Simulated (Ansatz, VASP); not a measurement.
**ZnSe in VASP and in Ansatz**

The input INCAR:

```
ALGO = Normal
EDIFF = 1E-6
ENCUT = 520
GGA = PS
ISIF = 2
ISMEAR = -1
LASPH = T
LCHARG = F
LREAL = F
LWAVE = F
NBANDS = 16
NELM = 80
PREC = Accurate
SIGMA = 0.08
```

File KPOINTS:

```
k-points
0
Gamma
  11 11 11
```

The input POSCAR:

```
ZnSe
1.0
    0.0000000000      2.8168197734      2.8168197734
    2.8168197734      0.0000000000      2.8168197734
    2.8168197734      2.8168197734      0.0000000000
Zn Se
1 1
Direct
    0.0000000000      0.0000000000      0.0000000000
    0.2500000000      0.2500000000      0.2500000000
```

Input for Ansatz:

```yaml
crystal:
  lattice:
    - [0.0, 2.8168197734, 2.8168197734]
    - [2.8168197734, 0.0, 2.8168197734]
    - [2.8168197734, 2.8168197734, 0.0]
  atoms:
    - { symbol: Zn, position: [0.0, 0.0, 0.0] }
    - { symbol: Se, position: [0.25, 0.25, 0.25] }
kpoints:
  mp_grid: { grid: [11, 11, 11] }
  band_path:
    path:
      - [0.0, 0.0, 0.0]
      - [-0.5, -0.5, 0.0]
      - [-0.375, -0.375, 0.25]
      - [-0.375, 0.0, 0.375]
      - [0.0, 0.0, 0.0]
      - [0.0, 0.0, 0.5]
      - [-0.5, -0.25, 0.25]
      - [-0.5, -0.5, 0.0]
    npoints: 8
scf:
  occupations: { method: fermi_dirac, width: 0.08 }
hamiltonian:
  xc: pbesol
  pseudopotentials: { kind: paw }
output:
  forces: true
  stress: true
  eigenvalues: true
  populations: true
  dos: { projected: true, de: 0.2, e_range: [-14, 8] }
```

Change from the starting cell: volume scaled by 1, PAW files.

Alike in both runs: task single point; functional PBEsol; k mesh 11 × 11 × 11; occupations fermi-dirac, width 0.08 eV; no spin polarisation.

```csv
,VASP,Ansatz
version,VASP 6.6.1,Ansatz 0.2.0
potentials or method,"VASP PAW PBE potentials, release 64 (Zn, Se)","PAW with Ansatz's default frozen-core files, scalar-relativistic"
plane-wave cutoff (eV),520,420
valence electrons in the cell,18,28
```

VASP gave:

| Property | Result |
| --- | --- |
| pressure (GPa) | 0.3 |

Task: Estimate Ansatz's values.

Result: Pressure (GPa): 0.0.

VASP's potentials were made for PBE, not for PBEsol. The functional is the same, so the differences come from potentials, cutoffs and numerics. VASP's potentials hold 18 valence electrons a cell and Ansatz's 28, so a difference there can come from the potentials and not from the codes.
